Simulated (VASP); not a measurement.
# TiBe2Sb2 (P-3m1) in VASP: further runs

TiBe2Sb2 is run at these levels: PBE; tasks: single point.

All numbers are computed with VASP 6.6.1; they aren't measurements. Logs are shortened: lines on timing, memory, paths and dates and some standing lists are left out, and cuts for length are marked.

### 1 The cell of the first run

The structure is trigonal, space group P-3m1 (No. 164). Conventional cell: a = 4.135 Å, b = 4.135 Å, c = 6.587 Å, α = 90.00°, β = 90.00°, γ = 120.00°. Within 3.9 Å of Ti (site symmetry -3m) lie 6 Sb at 2.93 Å and 6 Be at 3.36 Å. Be (site symmetry 3m) has 4 Sb at 2.48 to 2.53 Å and 3 Be at 3.03 Å within 3.3 Å. Sb (site symmetry 3m) has 4 Be at 2.48 to 2.53 Å and 3 Ti at 2.93 Å within 3.3 Å.

### 2 Single point, PBE

Contents of INCAR:

```
SYSTEM = TiBe2Sb2
PREC = Accurate
ENCUT = 520
EDIFF = 1E-6
ISMEAR = 0
SIGMA = 0.1
LREAL = .FALSE.
LASPH = .TRUE.
NELM = 100
ALGO = Fast
ISIF = 2
LWAVE = .FALSE.
LCHARG = .FALSE.
GGA = PE
NBANDS = 21
```

Contents of KPOINTS:

```
Automatic mesh
0
G
  6 6 4
  0 0 0
```

Contents of POSCAR:

```
TiBe2Sb2
1.0
    4.1346732700      0.0000000000      0.0000000000
   -2.0673366400      3.5807320900      0.0000000000
    0.0000000000      0.0000000000      6.5869599800
Ti Be Sb
1 2 2
Direct
    0.0000000000      0.0000000000      0.0000000000
    0.3333333300      0.6666666700      0.6420000200
    0.6666666700      0.3333333300      0.3579999800
    0.3333333300      0.6666666700      0.2572999900
    0.6666666700      0.3333333300      0.7427000100
```

Potentials or basis: VASP PAW PBE potentials, release 64 (Ti_sv, Be, Sb).

Command:

```console
$ cat potpaw_PBE.64/Ti_sv/POTCAR potpaw_PBE.64/Be/POTCAR potpaw_PBE.64/Sb/POTCAR > POTCAR
$ mpirun -np 1 vasp_std > vasp.out
```

OUTCAR:

```text
SYSTEM = TiBe2Sb2
   PREC = Accurate
   ENCUT = 520
   EDIFF = 1E-6
   ISMEAR = 0
   LREAL = .FALSE.
   LASPH = .TRUE.
   NELM = 100
   ISIF = 2
   GGA = PE

 ion  position               nearest neighbor table
   1  0.000  0.000  0.000-   4 2.93   5 2.93   5 2.93   4 2.93   5 2.93   4 2.93
   2  0.333  0.667  0.642-   5 2.48   5 2.48   5 2.48   4 2.53
   3  0.667  0.333  0.358-   4 2.48   4 2.48   4 2.48   5 2.53
   4  0.333  0.667  0.257-   3 2.48   3 2.48   3 2.48   2 2.53   1 2.93   1 2.93   1 2.93
   5  0.667  0.333  0.743-   2 2.48   2 2.48   2 2.48   3 2.53   1 2.93   1 2.93   1 2.93

  LATTYP: Found a hexagonal cell.
 ALAT       =     4.1346732700
 C/A-ratio  =     1.5931029007

  Lattice vectors:

 A1 = (   4.1346732700,   0.0000000000,   0.0000000000)
 A2 = (  -2.0673366400,   3.5807320900,   0.0000000000)
 A3 = (   0.0000000000,   0.0000000000,   6.5869599800)

Analysis of symmetry for initial positions (statically):
=====================================================================
 Subroutine PRICEL returns:
 Original cell was already a primitive cell.

 Routine SETGRP: Setting up the symmetry group for a
 hexagonal supercell.

 Subroutine GETGRP returns: Found 12 space group operations
 (whereof 12 operations were pure point group operations)
 out of a pool of 24 trial point group operations.

The static configuration has the point symmetry D_3d.

Analysis of symmetry for dynamics (positions and initial velocities):
=====================================================================
 Subroutine PRICEL returns:
 Original cell was already a primitive cell.

 Routine SETGRP: Setting up the symmetry group for a
 hexagonal supercell.

 Subroutine GETGRP returns: Found 12 space group operations
 (whereof 12 operations were pure point group operations)
 out of a pool of 24 trial point group operations.

The dynamic configuration has the point symmetry D_3d.

 Subroutine INISYM returns: Found 12 space group operations
 (whereof 12 operations are pure point group operations),
 and found     1 'primitive' translations

----------------------------------------------------------------------------------------

                                     Primitive cell

  volume of cell :      97.5210

  direct lattice vectors                    reciprocal lattice vectors
     4.134673270  0.000000000  0.000000000     0.241857079  0.139636250  0.000000000
    -2.067336640  3.580732090  0.000000000     0.000000000  0.279272499  0.000000000
[... 93 lines left out ...]
   NSW    =      0    number of steps for IOM
   IBRION =     -1    ionic relax: 0-MD 1-quasi-New 2-CG
   NFREE  =      0    steps in history (QN), initial steepest desc. (CG)
   ISIF   =      2    stress and relaxation
   ISYM   =      2    0-nonsym 1-usesym 2-fastsym
   POTIM  = 0.5000    time-step for ionic-motion
   TEBEG  =    0.0;   TEEND  =   0.0 temperature during run
   PSTRESS=    0.0 pullay stress
   NELECT =      26.0000    total number of electrons
   NUPDOWN=      -1.0000    fix difference up-down
   EMIN   =  10.00;   EMAX   =-10.00  energy-range for DOS
   EFERMI =   0.00;   METHOD = LEGACY
   ISMEAR =     0;   SIGMA  =   0.10  broadening in eV -4-tet -1-fermi 0-gaus
   EFERMI_NEDOS =   21; number of points for ismear=-14 and -15
   IALGO  =     68    algorithm
   IMIX   =      4    mixing-type and parameters
     AMIX     =   0.40;   BMIX     =  1.00
     AMIX_MAG =   1.60;   BMIX_MAG =  1.00
  volume/ion in A,a.u.               =      19.50       131.62
  Fermi-wavevector in a.u.,A,eV,Ry     =   1.053659  1.991126 15.105141  1.110197
  Thomas-Fermi vector in A             =   2.188789
   LORBIT       =      0    0 simple, 1 ext, 2 COOP (PROOUT), +10 PAW based schemes
   GGA     = PE    functional components
   LHFCALC =     F    Hartree Fock is set to
   AEXX    =    0.0000 exact exchange contribution
   IVDW    =     0    specifies the selected vdW correction
   LEPSILON=     F    determine dielectric tensor
   LRPA    =     F    only Hartree local field effects (RPA)
 non-spin polarized calculation
 RMM-DIIS sequential band-by-band and
 Gauss-broadening in eV      SIGMA  =   0.10
  energy-cutoff  :      520.00
  volume of cell :       97.52
 maximum number of plane-waves:      2647
 NGX is ok and might be reduce to    32
   NGX = 15   NGY = 15   NGZ = 25

 number of electron      25.9999995 magnetization

 Free energy of the ion-electron system (eV)
  ---------------------------------------------------
  ext. energy  EPLUGINS =         0.00000000
  ---------------------------------------------------
  free energy    TOTEN  =       -22.69510567 eV

  energy without entropy =      -22.68627255  energy(sigma->0) =      -22.69068911

 E-fermi :   7.6334     XC(G=0):  -9.9549

 val. band max:        7.5782383322   @ k =   0.3333   0.3333   0.5000
 cond. band min:       7.6887163947   @ k =   0.0000   0.0000   0.0000
 fundamental gap:      0.1104780625
 Fermi energy:         7.6334499842

 k-point     1 :       0.0000    0.0000    0.0000
  band No.  band energies     occupation
      1     -50.1466      2.00000
      2     -26.4762      2.00000
      3     -26.4762      2.00000
      4     -26.3300      2.00000
      5      -4.5606      2.00000
      6      -2.6758      2.00000
[... 565 lines left out ...]
     20      11.1533      0.00000
     21      11.6880      0.00000

------------------------ aborting loop because EDIFF is reached ----------------------------------------

  FORCE on cell =-STRESS in cart. coord.  units (eV):
  Direction    XX          YY          ZZ          XY          YZ          ZX
  --------------------------------------------------------------------------------------
  -------------------------------------------------------------------------------------
  Total       -1.4844239     -1.4844239     -1.9410005      0.0000000      0.0000000     -0.0000000
  in kB      -24.3876792    -24.3876792    -31.8887996      0.0000000      0.0000000     -0.0000000
  external PRESSURE =     -26.8880527 kB  Pullay stress =       0.0000000 kB

 VOLUME and BASIS-vectors are now :
 -----------------------------------------------------------------------------
  energy-cutoff  :      520.00
  volume of cell :       97.52
      direct lattice vectors                 reciprocal lattice vectors
     4.134673270  0.000000000  0.000000000     0.241857079  0.139636250  0.000000000
    -2.067336640  3.580732090  0.000000000     0.000000000  0.279272499  0.000000000
     0.000000000  0.000000000  6.586959980     0.000000000  0.000000000  0.151815102

 POSITION                                       TOTAL-FORCE (eV/Angst)
 -----------------------------------------------------------------------------------
      0.00000      0.00000      0.00000         0.000000      0.000000      0.000000
     -0.00000      2.38715      4.22883        -0.000000      0.000000      0.296613
      2.06734      1.19358      2.35813         0.000000      0.000000     -0.296613
     -0.00000      2.38715      1.69482         0.000000      0.000000     -0.055888
      2.06734      1.19358      4.89214        -0.000000      0.000000      0.055888
 -----------------------------------------------------------------------------------
    total drift:                                0.000000      0.000000      0.000000

  FREE ENERGIE OF THE ION-ELECTRON SYSTEM (eV)
  ---------------------------------------------------
  free  energy   TOTEN  =       -22.6951056685 eV

  energy  without entropy=      -22.6862725513  energy(sigma->0) =      -22.69068911
```

OSZICAR:

```text
N       E                     dE             d eps       ncg     rms          rms(c)
DAV:   1     0.170239217410E+03    0.17024E+03   -0.10836E+04  1016   0.111E+03
DAV:   2    -0.106201005615E+02   -0.18086E+03   -0.17595E+03  1093   0.282E+02
DAV:   3    -0.246251521098E+02   -0.14005E+02   -0.13637E+02  1630   0.753E+01
[... 19 lines left out ...]
RMM:  23    -0.226951023063E+02   -0.44188E-05   -0.50468E-05  1333   0.253E-02    0.107E-02
RMM:  24    -0.226951047844E+02   -0.24780E-05   -0.35422E-05  1083   0.168E-02    0.515E-03
RMM:  25    -0.226951059409E+02   -0.11566E-05   -0.22335E-05  1085   0.153E-02    0.215E-03
RMM:  26    -0.226951061431E+02   -0.20215E-06   -0.12813E-05   987   0.128E-02    0.257E-03
RMM:  27    -0.226951056685E+02    0.47455E-06   -0.62772E-06   958   0.118E-02
   1 F= -.22695106E+02 E0= -.22690689E+02  d E =-.883312E-02
```

Wall time 3.1 min (1 thread of AMD EPYC 7R43 (Zen 3), shared host); peak memory 0.2 GiB.

Results:

```
Free energy            : -22.6951 eV
Pressure               : -2.7 GPa
Largest force          : 0.297 eV/Å
Band gap on the k mesh : zero (band 13 reaches 7.84 eV, above the bottom of band 14 at 7.28 eV)
```

Forces on the atoms (eV/Å):
```
Ti   0.000  0.000  0.000
Be   0.000  0.000  0.297
Be   0.000  0.000 -0.297
Sb   0.000  0.000 -0.056
Sb   0.000  0.000  0.056
```

Levels at points of the mesh, in eV from the Fermi level:
| k point | band 11 | band 12 | band 13 | band 14 | band 15 | band 16 |
| --- | --- | --- | --- | --- | --- | --- |
| (0.00, 0.00, 0.00) | -0.41 | -0.33 | -0.31 | -0.31 | 0.06 | 0.36 |
| (0.50, 0.00, 0.00) | -3.54 | -2.68 | -1.00 | 0.36 | 0.59 | 0.77 |
| (0.00, 0.00, 0.50) | -1.87 | -1.87 | -0.36 | -0.36 | 0.14 | 1.49 |
| (0.50, 0.00, 0.50) | -2.38 | -1.94 | -1.12 | 0.29 | 0.60 | 0.62 |

Caveat: spin-orbit coupling is left out, which moves the levels of the heavy elements.

### 3 Single point, PBE, collinear spin, ferromagnetic start

This run uses another cell than the first one, of 20.18 Å³/atom, 1.035 times its volume.

Contents of INCAR:

```
SYSTEM = TiBe2Sb2
PREC = Accurate ; ENCUT = 520
EDIFF = 1E-6 ; ISMEAR = 0
SIGMA = 0.1 ; LREAL = .FALSE.
LASPH = .TRUE. ; NELM = 150
ALGO = Normal ; ISIF = 2
LWAVE = .FALSE. ; LCHARG = .TRUE.
ISPIN = 2 ; MAGMOM = 1.34 0 0 0 0
LORBIT = 11 ; LMAXMIX = 4
GGA = PE ; LELF = .TRUE.
LVHAR = .TRUE. ; NBANDS = 25
```

Contents of KPOINTS:

```
regular mesh
0
G
  12 12 6
  0 0 0
```

Contents of POSCAR:

```
TiBe2Sb2
1.0
    3.9436940282      0.0000000028      0.0000000000
   -1.9718470165      3.4153392118      0.0000000000
    0.0000000000      0.0000000000      7.4911324388
Ti Be Sb
1 2 2
Direct
    0.0000000000      0.0000000000      0.0000000000
    0.3333333333      0.6666666667      0.8529334366
    0.6666666667      0.3333333333      0.1470665634
    0.3333333333      0.6666666667      0.2685251697
    0.6666666667      0.3333333333      0.7314748303
```

Potentials or basis: VASP PAW PBE potentials, release 64 (Ti_sv, Be, Sb).

Command:

```console
$ cat potpaw_PBE.64/Ti_sv/POTCAR potpaw_PBE.64/Be/POTCAR potpaw_PBE.64/Sb/POTCAR > POTCAR
$ mpirun -np 1 vasp_std > vasp.out
```

Wall time 4.1 min (1 thread of Intel Xeon 6975P-C (Granite Rapids), shared host); peak memory 0.54 GiB.

The run converged. Its results:

| Quantity | Value |
| --- | --- |
| Free energy | -23.6434 eV |
| Pressure | 0.2 GPa |
| Largest force | 0.055 eV/Å |
| Band gap on the k mesh | zero (filled and empty bands overlap) |
| Net moment | 0.00 μB per cell |
| Valence electrons inside the program's atomic spheres | Ti 10.25; Be 1.07; Sb 2.47 |

Forces in eV/Å, atoms in the order of the input:
```
Ti   0.000  0.000  0.000
Be   0.000  0.000  0.025
Be   0.000  0.000 -0.025
Sb   0.000  0.000  0.055
Sb   0.000  0.000 -0.055
```

Levels at points of the mesh, in eV from the Fermi level:
Spin up:
```csv
k point,band 11,band 12,band 13,band 14,band 15,band 16
"(0.00, 0.00, 0.00)",-0.33,-0.22,-0.22,0.42,0.42,2.39
"(0.50, 0.00, 0.00)",-2.43,-2.38,-0.88,0.89,1.10,1.16
"(0.00, 0.00, 0.50)",-0.22,-0.22,0.24,0.24,0.64,2.59
"(0.50, 0.00, 0.50)",-2.35,-2.24,-1.40,0.88,1.04,1.41
```
Spin down:
```
           k point  band 11  band 12  band 13  band 14  band 15  band 16
(0.00, 0.00, 0.00)    -0.33    -0.22    -0.22     0.42     0.42     2.39
(0.50, 0.00, 0.00)    -2.43    -2.38    -0.88     0.89     1.10     1.16
(0.00, 0.00, 0.50)    -0.22    -0.22     0.24     0.24     0.64     2.59
(0.50, 0.00, 0.50)    -2.35    -2.24    -1.40     0.88     1.04     1.41
```

Caveat: spin-orbit coupling is left out, which moves the levels of the heavy elements.

### 4 Single point, PBE, collinear spin, ferromagnetic start

Contents of INCAR:

```
PREC = Accurate ; ENCUT = 520
EDIFF = 1E-6 ; ISMEAR = 0
SIGMA = 0.1 ; LREAL = False
LASPH = True ; NELM = 150
ALGO = Normal ; ISIF = 2
LWAVE = False ; LCHARG = False
ISPIN = 2 ; MAGMOM = 1 0 0 0 0
LORBIT = 11 ; LMAXMIX = 4
GGA = PE ; NBANDS = 25
```

Contents of KPOINTS:

```
Automatic mesh
0
Gamma
  6 6 4
```

Contents of POSCAR:

```
TiBe2Sb2
1.0
    4.1346732700      0.0000000000      0.0000000000
   -2.0673366400      3.5807320900      0.0000000000
    0.0000000000      0.0000000000      6.5869599800
Ti Be Sb
1 2 2
Direct
    0.0000000000      0.0000000000      0.0000000000
    0.3333333300      0.6666666700      0.6420000200
    0.6666666700      0.3333333300      0.3579999800
    0.3333333300      0.6666666700      0.2572999900
    0.6666666700      0.3333333300      0.7427000100
```

Potentials or basis: VASP PAW PBE potentials, release 64 (Ti_sv, Be, Sb).

Command:

```console
$ cat potpaw_PBE.64/Ti_sv/POTCAR potpaw_PBE.64/Be/POTCAR potpaw_PBE.64/Sb/POTCAR > POTCAR
$ mpirun -np 1 vasp_std > vasp.out
```

OUTCAR:

```text
PREC = Accurate
   ENCUT = 520
   EDIFF = 1E-6
   ISMEAR = 0
   LREAL = False
   LASPH = True
   NELM = 150
   ISIF = 2
   ISPIN = 2
   LORBIT = 11
   GGA = PE

 ion  position               nearest neighbor table
   1  0.000  0.000  0.000-   4 2.93   5 2.93   5 2.93   4 2.93   5 2.93   4 2.93
   2  0.333  0.667  0.642-   5 2.48   5 2.48   5 2.48   4 2.53
   3  0.667  0.333  0.358-   4 2.48   4 2.48   4 2.48   5 2.53
   4  0.333  0.667  0.257-   3 2.48   3 2.48   3 2.48   2 2.53   1 2.93   1 2.93   1 2.93
   5  0.667  0.333  0.743-   2 2.48   2 2.48   2 2.48   3 2.53   1 2.93   1 2.93   1 2.93

  LATTYP: Found a hexagonal cell.
 ALAT       =     4.1346732700
[... 1576 lines left out ...]

 POSITION                                       TOTAL-FORCE (eV/Angst)
 -----------------------------------------------------------------------------------
      0.00000      0.00000      0.00000         0.000000      0.000000      0.000000
     -0.00000      2.38715      4.22883         0.000000      0.000000      0.296692
      2.06734      1.19358      2.35813         0.000000     -0.000000     -0.296692
     -0.00000      2.38715      1.69482        -0.000000      0.000000     -0.055726
      2.06734      1.19358      4.89214        -0.000000      0.000000      0.055726
 -----------------------------------------------------------------------------------
    total drift:                                0.000000      0.000000      0.000000

  FREE ENERGIE OF THE ION-ELECTRON SYSTEM (eV)
  ---------------------------------------------------
  free  energy   TOTEN  =       -22.6951602807 eV

  energy  without entropy=      -22.6863293653  energy(sigma->0) =      -22.69074482

 total charge

# of ion       s       p       d       tot
------------------------------------------
    1        2.125   6.043   1.960  10.127
    2        0.366   0.519   0.000   0.886
    3        0.366   0.519   0.000   0.886
    4        1.091   1.433   0.042   2.566
    5        1.091   1.433   0.042   2.566
--------------------------------------------------
tot          5.039   9.947   2.044  17.030

 magnetization (x)

# of ion       s       p       d       tot
------------------------------------------
    1        0.000   0.000   0.000   0.000
    2       -0.000  -0.000   0.000  -0.000
    3       -0.000  -0.000   0.000  -0.000
    4       -0.000  -0.000   0.000  -0.000
    5       -0.000  -0.000   0.000  -0.000
--------------------------------------------------
tot          0.000  -0.000   0.000   0.000
```

Wall time 59 s (1 thread of Intel Xeon 6975P-C (Granite Rapids), shared host); peak memory 0.31 GiB.

What came out:

```yaml
Free_energy: -22.6952 eV
Pressure: -2.7 GPa
Largest_force: 0.297 eV/Å
Band_gap_on_the_k_mesh: zero (filled and empty bands overlap)
Net_moment: 0.00 μB per cell
Valence_electrons_inside_the_program's_atomic_spheres: Ti 10.13; Be 0.89; Sb 2.57
```

Forces in eV/Å, atoms in the order of the input:
```
Ti   0.000  0.000  0.000
Be   0.000  0.000  0.297
Be   0.000  0.000 -0.297
Sb   0.000  0.000 -0.056
Sb   0.000  0.000  0.056
```

Caveat: spin-orbit coupling is left out, which moves the levels of the heavy elements.

### 5 Overview

```csv
spin,cell,k mesh,gap on the mesh (eV),pressure (GPa),moment (μB),largest force (eV/Å)
off,"a = 4.135, b = 4.135, c = 6.587 Å, angles 90.0, 90.0, 120.0°, 5 atoms",6 × 6 × 4,none,-2.7,-,0.30
"collinear, ferromagnetic start","a = 3.944, b = 3.944, c = 7.491 Å, angles 90.0, 90.0, 120.0°, 5 atoms",12 × 12 × 6,none,0.2,0.00,0.05
"collinear, ferromagnetic start","a = 4.135, b = 4.135, c = 6.587 Å, angles 90.0, 90.0, 120.0°, 5 atoms",6 × 6 × 4,none,-2.7,0.00,0.30
```

Alike in all rows: task single point; level PBE; potentials or basis VASP PAW PBE potentials, release 64 (Ti_sv, Be, Sb); cutoff (eV) 520; smearing gaussian 0.1 eV.

Caveats: spin-orbit coupling is left out, which moves the levels of the heavy elements.

Absolute energies hang on the potentials; compare differences alone.
